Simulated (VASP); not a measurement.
# SnO in VASP: single point with PBE+D3(BJ)

Aim: the single point of SnO with PBE+D3(BJ).

Program: VASP 6.6.1. These are calculated values, not measurements. Logs are shortened: lines on timing, memory, paths and dates and some standing lists are left out, and cuts for length are marked.

## (1) The cell of the first run

The cell holds a slab with vacuum, 8 atoms: a = 3.820 Å, b = 3.820 Å, c = 22.226 Å, α = 90.00°, β = 90.00°, γ = 90.00°.

## (2) Single point, PBE+D3(BJ)

The input, INCAR:

```
  PREC = Accurate
  ENCUT = 520
  EDIFF = 1E-6
  ISMEAR = 0
  SIGMA = 0.05
  LREAL = False
  LASPH = True
  NELM = 100
  ALGO = Normal
  ISIF = 2
  LWAVE = False
  LCHARG = True
  LDIPOL = True
  IDIPOL = 3
  DIPOL = 0.5 0.5 0.395
  GGA = PE
  IVDW = 12
  LELF = True
  LVHAR = True
  LVACPOTAV = True
  NBANDS = 50
```

The input, KPOINTS:

```
Automatic mesh
0
Gamma
  7 7 1
  0.5 0.5 0
```

The input, POSCAR:

```
SnO
1.0
    3.8201630995      0.0000000000      0.0000000000
    0.0000000000      3.8201630995      0.0000000000
    0.0000000000      0.0000000000     22.2260821294
Sn O
4 4
Direct
    0.7500000000      0.2500000000      0.2024648327
    0.2500000000      0.7500000000      0.3087832136
    0.3750000000      0.8750000000      0.4820031260
   -0.1250000000      1.3750000000      0.5883215068
    0.2500000000      0.2500000000      0.2556240231
    0.7500000000      0.7500000000      0.2556240231
   -0.1250000000      0.8750000000      0.5351623164
    0.3750000000      1.3750000000      0.5351623164
```

Potentials or basis: VASP PAW PBE potentials, release 64 (Sn_d, O).

The run is started by

```bash
> cat potpaw_PBE.64/Sn_d/POTCAR potpaw_PBE.64/O/POTCAR > POTCAR
> mpirun -np 1 vasp_std > vasp.out
```

OUTCAR:

```text
PREC = Accurate
   ENCUT = 520
   EDIFF = 1E-6
   ISMEAR = 0
   LREAL = False
   LASPH = True
   NELM = 100
   ISIF = 2
   GGA = PE
   IVDW = 12
 IVDW          = 12

 ion  position               nearest neighbor table
   1  0.750  0.250  0.202-   5 2.25   6 2.25   6 2.25   5 2.25   2 3.59   2 3.59   2 3.59   2 3.59

   2  0.250  0.750  0.309-   5 2.25   6 2.25   5 2.25   6 2.25   1 3.59   1 3.59   1 3.59   1 3.59

   3  0.375  0.875  0.482-   7 2.25   8 2.25   8 2.25   7 2.25   4 3.59   4 3.59   4 3.59   4 3.59

   4  0.875  0.375  0.588-   7 2.25   8 2.25   7 2.25   8 2.25   3 3.59   3 3.59   3 3.59   3 3.59

   5  0.250  0.250  0.256-   1 2.25   1 2.25   2 2.25   2 2.25
   6  0.750  0.750  0.256-   1 2.25   1 2.25   2 2.25   2 2.25
   7  0.875  0.875  0.535-   3 2.25   3 2.25   4 2.25   4 2.25
   8  0.375  0.375  0.535-   3 2.25   3 2.25   4 2.25   4 2.25

  LATTYP: Found a simple tetragonal cell.
 ALAT       =     3.8201630995
 C/A-ratio  =     5.8180976965

  Lattice vectors:

 A1 = (   3.8201630995,   0.0000000000,   0.0000000000)
 A2 = (   0.0000000000,   3.8201630995,   0.0000000000)
 A3 = (   0.0000000000,   0.0000000000,  22.2260821294)

Analysis of symmetry for initial positions (statically):
=====================================================================
 Subroutine PRICEL returns:
 Original cell was already a primitive cell.

 Routine SETGRP: Setting up the symmetry group for a
 simple tetragonal supercell.

 Subroutine GETGRP returns: Found  4 space group operations
 (whereof  1 operations were pure point group operations)
 out of a pool of 16 trial point group operations.

The static configuration has the point symmetry C_1 .
 The point group associated with its full space group is C_2h.

Analysis of symmetry for dynamics (positions and initial velocities):
=====================================================================
 Subroutine PRICEL returns:
 Original cell was already a primitive cell.

 Routine SETGRP: Setting up the symmetry group for a
 simple tetragonal supercell.

 Subroutine GETGRP returns: Found  4 space group operations
 (whereof  1 operations were pure point group operations)
 out of a pool of 16 trial point group operations.

The dynamic configuration has the point symmetry C_1 .
 The point group associated with its full space group is C_2h.

 Subroutine INISYM returns: Found  4 space group operations
 (whereof  1 operations are pure point group operations),
 and found     1 'primitive' translations

----------------------------------------------------------------------------------------
[... 109 lines left out ...]
   EMIN   =  10.00;   EMAX   =-10.00  energy-range for DOS
   EFERMI =   0.00;   METHOD = LEGACY
   ISMEAR =     0;   SIGMA  =   0.05  broadening in eV -4-tet -1-fermi 0-gaus
   EFERMI_NEDOS =   21; number of points for ismear=-14 and -15
   IALGO  =     38    algorithm
   IMIX   =      4    mixing-type and parameters
     AMIX     =   0.40;   BMIX     =  1.00
     AMIX_MAG =   1.60;   BMIX_MAG =  1.00
  volume/ion in A,a.u.               =      40.54       273.61
  Fermi-wavevector in a.u.,A,eV,Ry     =   1.026666  1.940118 14.341131  1.054043
  Thomas-Fermi vector in A             =   2.160571
   LORBIT       =      0    0 simple, 1 ext, 2 COOP (PROOUT), +10 PAW based schemes
   GGA     = PE    functional components
   LHFCALC =     F    Hartree Fock is set to
   AEXX    =    0.0000 exact exchange contribution
   IVDW    =    12    specifies the selected vdW correction
   LEPSILON=     F    determine dielectric tensor
   LRPA    =     F    only Hartree local field effects (RPA)
 non-spin polarized calculation
 Gauss-broadening in eV      SIGMA  =   0.05
  energy-cutoff  :      520.00
  volume of cell :      324.36
 maximum number of plane-waves:      8768
   NGX = 15   NGY = 15   NGZ = 83

 dipolmoment           0.000000      0.000000      0.000094 electrons x Angstroem

 number of electron      79.9999970 magnetization

 dipolmoment           0.000000      0.000000     -0.000004 electrons x Angstroem

 Free energy of the ion-electron system (eV)
  ---------------------------------------------------
  ext. energy  EPLUGINS =         0.00000000
  ---------------------------------------------------
  free energy    TOTEN  =       -45.06572654 eV

  energy without entropy =      -45.06572654  energy(sigma->0) =      -45.06572654

 E-fermi :   0.2359     XC(G=0):  -5.2680

 val. band max:       -0.0508282745   @ k =  -0.0714   0.2143   0.0000
 cond. band min:       2.0206482695   @ k =   0.5000   0.0714   0.0000
 fundamental gap:      2.0714765440
 Fermi energy:         0.2359082956

 k-point     1 :       0.0714    0.0714    0.0000
  band No.  band energies     occupation
      1     -21.0323      2.00000
      2     -21.0321      2.00000
      3     -20.6731      2.00000
      4     -20.6729      2.00000
      5     -20.6421      2.00000
      6     -20.6406      2.00000
[... 837 lines left out ...]
     49       5.5485      0.00000
     50       6.0353      0.00000

------------------------ aborting loop because EDIFF is reached ----------------------------------------

 Edisp (eV)   -1.26787

 E8    (eV) :    -0.5604

  FORCE on cell =-STRESS in cart. coord.  units (eV):
  Direction    XX          YY          ZZ          XY          YZ          ZX
  --------------------------------------------------------------------------------------
  -------------------------------------------------------------------------------------
  Total       0.40652     0.40652     0.99779     0.03583     0.40897     0.40897
  in kB       2.00799     2.00799     4.92860     0.17698     2.02013     2.02013
  external pressure =        2.98 kB  Pullay stress =        0.00 kB

 VOLUME and BASIS-vectors are now :
 -----------------------------------------------------------------------------
  energy-cutoff  :      520.00
  volume of cell :      324.36
      direct lattice vectors                 reciprocal lattice vectors
     3.820163100  0.000000000  0.000000000     0.261768928  0.000000000  0.000000000
     0.000000000  3.820163100  0.000000000     0.000000000  0.261768928  0.000000000
     0.000000000  0.000000000 22.226082129     0.000000000  0.000000000  0.044992185

 POSITION                                       TOTAL-FORCE (eV/Angst)
 -----------------------------------------------------------------------------------
      2.86512      0.95504      4.50000        -0.007708     -0.007708     -0.080438
      0.95504      2.86512      6.86304        -0.050899     -0.050899     -0.100306
      1.43256      3.34264     10.71304         0.050899      0.050899      0.100306
      3.34264      1.43256     13.07608         0.007708      0.007708      0.080438
      0.95504      0.95504      5.68152         0.015517     -0.039115     -0.006105
      2.86512      2.86512      5.68152        -0.039115      0.015517     -0.006105
      3.34264      3.34264     11.89456         0.039115     -0.015517      0.006105
      1.43256      1.43256     11.89456        -0.015517      0.039115      0.006105
 -----------------------------------------------------------------------------------
    total drift:                               -0.000000     -0.000000     -0.000264

  FREE ENERGIE OF THE ION-ELECTRON SYSTEM (eV)
  ---------------------------------------------------
  free  energy   TOTEN  =       -46.3335970004 eV

  energy  without entropy=      -46.3335970004  energy(sigma->0) =      -46.33359700

 vacuum level on the upper side and lower side of the slab         4.950         4.950
```

stdout:

```text
POSCAR found type information on POSCAR SnO
 POSCAR found :  2 types and       8 ions
 scaLAPACK will be used
 LDA part: xc-table for (Slater+PW92), standard interpolation
 POSCAR, INCAR and KPOINTS ok, starting setup
 FFT: planning ... GRIDC
 FFT: planning ... GRID_SOFT
 FFT: planning ... GRID
 WAVECAR not read
 entering main loop
 -----------------------------------------------------------------------------
|                                                                             |
|           W    W    AA    RRRRR   N    N  II  N    N   GGGG   !!!           |
|           W    W   A  A   R    R  NN   N  II  NN   N  G    G  !!!           |
|           W    W  A    A  R    R  N N  N  II  N N  N  G       !!!           |
|           W WW W  AAAAAA  RRRRR   N  N N  II  N  N N  G  GGG   !            |
|           WW  WW  A    A  R   R   N   NN  II  N   NN  G    G                |
|           W    W  A    A  R    R  N    N  II  N    N   GGGG   !!!           |
|                                                                             |
|     Did not find any points to average over, which means that no vacuum     |
|     field-free region was found. Please increase the size of  your cell     |
|     in the dimension of the dipole correction to obtain accurate            |
|     workfunction values.                                                    |
|                                                                             |
 -----------------------------------------------------------------------------
```

Run time: 10 min. Hardware: 1 thread of Intel Xeon 8259CL, shared host; peak memory 0.45 GiB.

What came out:

* Free energy: -46.3336 eV
* Largest force: 0.123 eV/Å
* Band gap on the k mesh: 2.07 eV (least direct gap 2.45 eV)
* Dispersion energy per atom: -0.158 eV

Forces on the atoms (eV/Å):
```
Sn  -0.008 -0.008 -0.080
Sn  -0.051 -0.051 -0.100
Sn   0.051  0.051  0.100
Sn   0.008  0.008  0.080
O    0.016 -0.039 -0.006
O   -0.039  0.016 -0.006
O    0.039 -0.016  0.006
O   -0.016  0.039  0.006
```

Levels at points of the mesh, in eV from the valence-band top:
```csv
k point,band 38,band 39,band 40,band 41,band 42,band 43
"(0.50, 0.50, 0.00)",-1.07,-1.06,-0.61,2.32,2.43,2.86
```

Caveat: spin-orbit coupling is left out, which moves the levels of the heavy elements.
